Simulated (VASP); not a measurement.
# Cu (I4/mmm) in VASP: further runs

Runs on Cu. Level: r2SCAN. Tasks: single point.

All numbers are computed with VASP 6.6.1; they aren't measurements. Logs are shortened: lines on timing, memory, paths and dates and some standing lists are left out, and cuts for length are marked.

**1. The cell of the first run**

The structure is tetragonal, space group I4/mmm (No. 139). The conventional cell has a = 2.741 Å, b = 2.741 Å, c = 2.615 Å, α = 90.00°, β = 90.00°, γ = 90.00°. Within 3.1 Å of Cu (site symmetry 4/mmm) lie 14 Cu at 2.34 to 2.74 Å.

**2. Single point, r2SCAN (strain -0.050 along x and y, -0.050 along z)**

POSCAR reads:

```
Cu
1.0
   -1.3706536540      1.3706536540      1.3072773775
    1.3706536540     -1.3706536540      1.3072773775
    1.3706536540      1.3706536540     -1.3072773775
Cu
1
Direct
    0.0000000000      0.0000000000      0.0000000000
```

INCAR.step1 reads:

```
SYSTEM = Cu
ALGO = Normal
EDIFF = 1E-4
ENCUT = 520
GGA = PE
ISMEAR = 0
LASPH = .TRUE.
LCHARG = .FALSE.
LREAL = .FALSE.
LWAVE = .TRUE.
NBANDS = 12
NELM = 100
PREC = Accurate
SIGMA = 0.15
```

INCAR.step2 reads:

```
SYSTEM = Cu
ALGO = Normal
EDIFF = 1E-6
ENCUT = 520
ISIF = 2
ISMEAR = 0
ISTART = 1
LASPH = .TRUE.
LCHARG = .TRUE.
LELF = .TRUE.
LMIXTAU = .TRUE.
LREAL = .FALSE.
LVHAR = .TRUE.
LWAVE = .FALSE.
METAGGA = R2SCAN
NBANDS = 12
NELM = 100
PREC = Accurate
SIGMA = 0.15
```

KPOINTS reads:

```
k-points
0
G
  24 24 24
  0 0 0
```

Potentials or basis: VASP PAW PBE potentials, release 64 (Cu).

Launch:

```sh
$ cat potpaw_PBE.64/Cu/POTCAR > POTCAR
$ cp INCAR.step1 INCAR
$ mpirun -np 1 vasp_std > vasp.out
$ cp INCAR.step2 INCAR
$ mpirun -np 1 vasp_std > vasp.out
```

OUTCAR:

```text
SYSTEM = Cu
   EDIFF = 1E-6
   ENCUT = 520
   ISIF = 2
   ISMEAR = 0
   ISTART = 1
   LASPH = .TRUE.
   LREAL = .FALSE.
   METAGGA = R2SCAN
   NELM = 100
   PREC = Accurate

 ion  position               nearest neighbor table
   1  0.000  0.000  0.000-

  LATTYP: Found a body centered tetragonal cell.
 ALAT       =     2.7413073080
 C/A-ratio  =     0.9537620052

  Lattice vectors:

 A1 = (  -1.3706536540,   1.3706536540,   1.3072773775)
 A2 = (   1.3706536540,  -1.3706536540,   1.3072773775)
 A3 = (   1.3706536540,   1.3706536540,  -1.3072773775)

Analysis of symmetry for initial positions (statically):
=====================================================================
 Subroutine PRICEL returns:
 Original cell was already a primitive cell.

 Routine SETGRP: Setting up the symmetry group for a
 body centered tetragonal supercell.

 Subroutine GETGRP returns: Found 16 space group operations
 (whereof 16 operations were pure point group operations)
 out of a pool of 16 trial point group operations.

The static configuration has the point symmetry D_4h.

Analysis of symmetry for dynamics (positions and initial velocities):
=====================================================================
 Subroutine PRICEL returns:
 Original cell was already a primitive cell.

 Routine SETGRP: Setting up the symmetry group for a
 body centered tetragonal supercell.

 Subroutine GETGRP returns: Found 16 space group operations
 (whereof 16 operations were pure point group operations)
 out of a pool of 16 trial point group operations.

The dynamic configuration has the point symmetry D_4h.

 Subroutine INISYM returns: Found 16 space group operations
 (whereof 16 operations are pure point group operations),
 and found     1 'primitive' translations

----------------------------------------------------------------------------------------

                                     Primitive cell

  volume of cell :       9.8239

  direct lattice vectors                    reciprocal lattice vectors
    -1.370653654  1.370653654  1.307277377     0.000000000  0.364789455  0.382474300
     1.370653654 -1.370653654  1.307277377     0.364789455  0.000000000  0.382474300
     1.370653654  1.370653654 -1.307277377     0.364789455  0.364789455  0.000000000

  length of vectors
     2.338024170  2.338024170  2.338024170     0.528543222  0.528543222  0.515890195

  position of ions in fractional coordinates (direct lattice)
     0.000000000  0.000000000  0.000000000

  ion indices of the primitive-cell ions
   primitive index   ion index
                 1           1

----------------------------------------------------------------------------------------

 KPOINTS: k-points

Automatic generation of k-mesh.
 Grid dimensions read from file:
 generate k-points for:   24   24   24

 Generating k-lattice:

  Cartesian coordinates                     Fractional coordinates (reciprocal lattice)
     0.000000000  0.015199561  0.015936429     0.041666667  0.000000000 -0.000000000
     0.015199561  0.000000000  0.015936429     0.000000000  0.041666667 -0.000000000
     0.015199561  0.015199561  0.000000000     0.000000000  0.000000000  0.041666667

  Length of vectors
     0.022022634  0.022022634  0.021495425

  Shift w.r.t. Gamma in fractional coordinates (k-lattice)
     0.000000000  0.000000000  0.000000000

 Subroutine IBZKPT returns following result:
 ===========================================

 Found   1063 irreducible k-points:

 Following reciprocal coordinates:
            Coordinates               Weight
  0.000000  0.000000  0.000000      1.000000
  0.041667  0.000000 -0.000000      8.000000
  0.083333 -0.000000  0.000000      8.000000
  0.125000 -0.000000  0.000000      8.000000
  0.166667  0.000000 -0.000000      8.000000
  0.208333 -0.000000  0.000000      8.000000
[... 16 lines left out ...]
  0.416667  0.041667 -0.000000     16.000000
  0.458333  0.041667  0.000000     16.000000
 [... further k-points ...]
   k-points           NKPTS =   1063   k-points in BZ     NKDIM =   1063   number of bands    NBANDS=     12
   number of dos      NEDOS =    301   number of ions     NIONS =      1
   total plane-waves  NPLWV =   5832
   dimension x,y,z NGX =    18 NGY =   18 NGZ =   18
   dimension x,y,z NGXF=    36 NGYF=   36 NGZF=   36
   ions per type =               1
   NGX,Y,Z   is equivalent  to a cutoff of  12.80, 12.80, 12.80 a.u.
   NGXF,Y,Z  is equivalent  to a cutoff of  25.60, 25.60, 25.60 a.u.
 SYSTEM =  Cu
   PREC   = accura    normal or accurate (medium, high low for compatibility)
   ISTART =      1    job   : 0-new  1-cont  2-samecut
   ICHARG =      0    charge: 1-file 2-atom 10-const
   ISPIN  =      1    spin polarized calculation?
   LNONCOLLINEAR =      F non collinear calculations
   LSORBIT =      F    spin-orbit coupling
   LASPH  =      T    aspherical Exc in radial PAW
   ENCUT  =  520.0 eV  38.22 Ry    6.18 a.u.   4.35  4.35  4.35*2*pi/ulx,y,z
   NELM   =    100;   NELMIN=  2; NELMDL=  0     # of ELM steps
   EDIFF  = 0.1E-05   stopping-criterion for ELM
   LREAL  =      F    real-space projection
   EDIFFG = 0.1E-04   stopping-criterion for IOM
   NSW    =      0    number of steps for IOM
   IBRION =     -1    ionic relax: 0-MD 1-quasi-New 2-CG
   NFREE  =      0    steps in history (QN), initial steepest desc. (CG)
   ISIF   =      2    stress and relaxation
   ISYM   =      2    0-nonsym 1-usesym 2-fastsym
   POTIM  = 0.5000    time-step for ionic-motion
   TEBEG  =    0.0;   TEEND  =   0.0 temperature during run
   PSTRESS=    0.0 pullay stress
   NELECT =      11.0000    total number of electrons
   NUPDOWN=      -1.0000    fix difference up-down
   EMIN   =  10.00;   EMAX   =-10.00  energy-range for DOS
   EFERMI =   0.00;   METHOD = LEGACY
   ISMEAR =     0;   SIGMA  =   0.15  broadening in eV -4-tet -1-fermi 0-gaus
   EFERMI_NEDOS =   21; number of points for ismear=-14 and -15
   IALGO  =     38    algorithm
   IMIX   =      4    mixing-type and parameters
     AMIX     =   0.40;   BMIX     =  1.00
     AMIX_MAG =   1.60;   BMIX_MAG =  1.00
  volume/ion in A,a.u.               =       9.82        66.29
  Fermi-wavevector in a.u.,A,eV,Ry     =   1.699983  3.212503 39.320066  2.889943
  Thomas-Fermi vector in A             =   2.780201
   LORBIT       =      0    0 simple, 1 ext, 2 COOP (PROOUT), +10 PAW based schemes
   METAGGA = R2SCAN    functional components
   LHFCALC =     F    Hartree Fock is set to
   AEXX    =    0.0000 exact exchange contribution
   IVDW    =     0    specifies the selected vdW correction
   LEPSILON=     F    determine dielectric tensor
   LRPA    =     F    only Hartree local field effects (RPA)
 non-spin polarized calculation
 Gauss-broadening in eV      SIGMA  =   0.15
  energy-cutoff  :      520.00
  volume of cell :        9.82
 maximum number of plane-waves:       277
 NGX is ok and might be reduce to    18
   NGX =  9   NGY =  9   NGZ =  9

 number of electron      10.9999994 magnetization

 Free energy of the ion-electron system (eV)
  ---------------------------------------------------
  ext. energy  EPLUGINS =         0.00000000
  ---------------------------------------------------
  free energy    TOTEN  =       -10.61864643 eV

  energy without entropy =      -10.61516612  energy(sigma->0) =      -10.61690627

 E-fermi :   9.9453     XC(G=0): -15.0326

 val. band max:        9.9337265290   @ k =  -0.4167   0.4167   0.1667
 cond. band min:       9.9533018771   @ k =   0.5000   0.1250   0.0417
 fundamental gap:      0.0195753482
 Fermi energy:         9.9453236011

 k-point     1 :       0.0000    0.0000    0.0000
  band No.  band energies     occupation
      1      -1.3147      2.00000
      2       5.8557      2.00000
      3       6.1036      2.00000
      4       6.1037      2.00000
      5       7.1941      2.00000
      6       7.4555      2.00000
      7      37.2912      0.00000
      8      37.2912      0.00000
      9      38.6855      0.00000
     10      42.6143      0.00000
     11      43.4181      0.00000
     12      43.6950      0.00000

 k-point     2 :       0.0417    0.0000   -0.0000
  band No.  band energies     occupation
      1      -1.2337      2.00000
      2       5.8632      2.00000
      3       6.1010      2.00000
      4       6.1119      2.00000
      5       7.1941      2.00000
      6       7.4413      2.00000
      7      36.8841      0.00000
      8      37.1470      0.00000
      9      38.1745      0.00000
     10      42.2843      0.00000
     11      42.3734      0.00000
     12      42.8956      0.00000

 k-point     3 :       0.0833   -0.0000    0.0000
  band No.  band energies     occupation
      1      -0.9925      2.00000
      2       5.8564      2.00000
      3       6.0903      2.00000
      4       6.1667      2.00000
      5       7.1934      2.00000
      6       7.4057      2.00000
      7      35.5107      0.00000
      8      36.7766      0.00000
      9      37.1556      0.00000
     10      40.7578      0.00000
     11      41.5961      0.00000
     12      42.0683      0.00000

 k-point     4 :       0.1250   -0.0000    0.0000
  band No.  band energies     occupation
      1      -0.5971      2.00000
      2       5.7984      2.00000
      3       6.0649      2.00000
      4       6.3044      2.00000
      5       7.1905      2.00000
      6       7.3671      2.00000
      7      33.4128      0.00000
      8      36.0357      0.00000
      9      36.2928      0.00000
     10      39.1547      0.00000
     11      40.7007      0.00000
     12      42.0798      0.00000

 k-point     5 :       0.1667    0.0000   -0.0000
  band No.  band energies     occupation
      1      -0.0593      2.00000
      2       5.6994      2.00000
      3       6.0199      2.00000
      4       6.5141      2.00000
      5       7.1863      2.00000
      6       7.3465      2.00000
      7      31.0397      0.00000
      8      34.8630      0.00000
      9      35.7670      0.00000
     10      37.6481      0.00000
     11      39.9464      0.00000
     12      42.5541      0.00000
[... 228 lines left out ...]
      1       3.0452      2.00000
      2       5.1377      2.00000
      3       6.4510      2.00000
      4       7.2731      2.00000
      5       7.5598      2.00000
      6       7.9260      2.00000
      7      20.5108      0.00000
      8      30.0050      0.00000
      9      31.5561      0.00000
     10      34.9902      0.00000
     11      38.8320      0.00000
     12      45.8084      0.00000

 k-point    22 :       0.3750    0.0417   -0.0000
  band No.  band energies     occupation
      1       3.3507      2.00000
      2       5.0465      2.00000
      3       6.9734      2.00000
      4       7.3844      2.00000
      5       7.6488      2.00000
      6       8.2783      2.00000
      7      18.5607      0.00000
      8      29.4455      0.00000
      9      30.8545      0.00000
     10      34.7987      0.00000
     11      38.7581      0.00000
     12      46.6521      0.00000

 k-point    23 :       0.4167    0.0417   -0.0000
  band No.  band energies     occupation
      1       3.4819      2.00000
      2       4.9830      2.00000
      3       7.2099      2.00000
      4       7.5193      2.00000
      5       7.9079      2.00000
      6       8.7604      2.00000
      7      16.9515      0.00000
      8      29.0536      0.00000
      9      30.3725      0.00000
     10      34.6798      0.00000
     11      38.7335      0.00000
     12      47.3437      0.00000

 k-point    24 :       0.4583    0.0417    0.0000
  band No.  band energies     occupation
      1       3.5247      2.00000
      2       4.9509      2.00000
      3       7.2760      2.00000
      4       7.5367      2.00000
      5       8.1008      2.00000
      6       9.2499      2.00000
      7      15.9664      0.00000
      8      28.8401      0.00000
      9      30.1281      0.00000
     10      34.6306      0.00000
     11      38.7399      0.00000
     12      47.8689      0.00000

 [... further k-points ...]
[... 5 lines left out ...]
  --------------------------------------------------------------------------------------
  -------------------------------------------------------------------------------------
  Total        2.3105518      2.3105518      2.3671261      0.0000000      0.0000000      0.0000000
  in kB      376.8279431    376.8279431    386.0546383      0.0000000      0.0000000      0.0000000
  external PRESSURE =     379.9035082 kB  Pullay stress =       0.0000000 kB

 VOLUME and BASIS-vectors are now :
 -----------------------------------------------------------------------------
  energy-cutoff  :      520.00
  volume of cell :        9.82
      direct lattice vectors                 reciprocal lattice vectors
    -1.370653654  1.370653654  1.307277377     0.000000000  0.364789455  0.382474300
     1.370653654 -1.370653654  1.307277377     0.364789455  0.000000000  0.382474300
     1.370653654  1.370653654 -1.307277377     0.364789455  0.364789455  0.000000000

 POSITION                                       TOTAL-FORCE (eV/Angst)
 -----------------------------------------------------------------------------------
      0.00000      0.00000      0.00000         0.000000     -0.000000     -0.000000
 -----------------------------------------------------------------------------------
    total drift:                                0.000000      0.000000      0.000000

  FREE ENERGIE OF THE ION-ELECTRON SYSTEM (eV)
  ---------------------------------------------------
  free  energy   TOTEN  =       -10.6186464255 eV

  energy  without entropy=      -10.6151661153  energy(sigma->0) =      -10.61690627
```

It took 5.9 min on 1 thread of Intel Xeon 6975P-C, shared host; peak memory 0.23 GiB.

What came out:

```yaml
Free_energy: -10.6186 eV
Pressure: 38.0 GPa
```

Caveat: the cell differs from its parent crystal (strain -0.050 along x and y, -0.050 along z); the PAW data sets were made with another functional, which shifts forces and pressure a little.

**3. Single point, r2SCAN (strain -0.050 along x and y, -0.025 along z)**

POSCAR reads:

```
Cu
1.0
   -1.3706536540      1.3706536540      1.3416794138
    1.3706536540     -1.3706536540      1.3416794138
    1.3706536540      1.3706536540     -1.3416794138
Cu
1
Direct
    0.0000000000      0.0000000000      0.0000000000
```

INCAR.step1 reads:

```
PREC = Accurate ; ENCUT = 520
ISMEAR = 0 ; SIGMA = 0.15
LREAL = False ; LASPH = True
NELM = 80 ; NBANDS = 12
GGA = PE ; ALGO = Normal
EDIFF = 1E-4 ; LWAVE = True
LCHARG = False
```

INCAR.step2 reads:

```
PREC = Accurate ; ENCUT = 520
EDIFF = 1E-6 ; ISMEAR = 0
SIGMA = 0.15 ; LREAL = False
LASPH = True ; NELM = 80
ALGO = Normal ; ISIF = 2
LWAVE = False ; LCHARG = False
METAGGA = R2SCAN ; LMIXTAU = True
NBANDS = 12 ; ISTART = 1
```

KPOINTS reads:

```
regular mesh
0
Gamma
  24 24 24
```

Potentials or basis: VASP PAW PBE potentials, release 64 (Cu).

Launch:

```sh
$ cat potpaw_PBE.64/Cu/POTCAR > POTCAR
$ cp INCAR.step1 INCAR
$ mpirun -np 1 vasp_std > vasp.out
$ cp INCAR.step2 INCAR
$ mpirun -np 1 vasp_std > vasp.out
```

OUTCAR:

```text
PREC = Accurate
   ENCUT = 520
   EDIFF = 1E-6
   ISMEAR = 0
   LREAL = False
   LASPH = True
   NELM = 80
   ISIF = 2
   METAGGA = R2SCAN
   ISTART = 1

 ion  position               nearest neighbor table
   1  0.000  0.000  0.000-

  LATTYP: Found a body centered tetragonal cell.
 ALAT       =     2.7413073080
 C/A-ratio  =     0.9788610054

  Lattice vectors:

 A1 = (  -1.3706536540,   1.3706536540,   1.3416794138)
 A2 = (   1.3706536540,  -1.3706536540,   1.3416794138)
[... 532 lines left out ...]
      4       7.1166      2.00000
      5       7.7279      2.00000
      6       8.8409      2.00000
      7      15.2942      0.00000
      8      28.4225      0.00000
      9      29.6550      0.00000
     10      34.1147      0.00000
     11      38.0529      0.00000
     12      47.1121      0.00000

 [... further k-points ...]
[... 5 lines left out ...]
  --------------------------------------------------------------------------------------
  -------------------------------------------------------------------------------------
  Total        1.8675752      1.8675752      1.8825251      0.0000000      0.0000000      0.0000000
  in kB      296.7730645    296.7730645    299.1487155      0.0000000      0.0000000      0.0000000
  external PRESSURE =     297.5649482 kB  Pullay stress =       0.0000000 kB

 VOLUME and BASIS-vectors are now :
 -----------------------------------------------------------------------------
  energy-cutoff  :      520.00
  volume of cell :       10.08
      direct lattice vectors                 reciprocal lattice vectors
    -1.370653654  1.370653654  1.341679414     0.000000000  0.364789455  0.372667267
     1.370653654 -1.370653654  1.341679414     0.364789455  0.000000000  0.372667267
     1.370653654  1.370653654 -1.341679414     0.364789455  0.364789455  0.000000000

 POSITION                                       TOTAL-FORCE (eV/Angst)
 -----------------------------------------------------------------------------------
      0.00000      0.00000      0.00000        -0.000000      0.000000      0.000000
 -----------------------------------------------------------------------------------
    total drift:                                0.000000      0.000000      0.000000

  FREE ENERGIE OF THE ION-ELECTRON SYSTEM (eV)
  ---------------------------------------------------
  free  energy   TOTEN  =       -10.6738585343 eV

  energy  without entropy=      -10.6701233132  energy(sigma->0) =      -10.67199092
```

Run time: 5.8 min. Hardware: 1 thread of Intel Xeon 6975P-C, shared host; peak memory 0.23 GiB.

Results:

- Free energy: -10.6739 eV
- Pressure: 29.8 GPa

Stress tensor (GPa, compression positive):
```
29.68  0.00  0.00
 0.00 29.68  0.00
 0.00  0.00 29.91
```

Caveat: the cell differs from its parent crystal (strain -0.050 along x and y, -0.025 along z); the PAW data sets were made with another functional, which shifts forces and pressure a little.

[end of part 1 of 2]
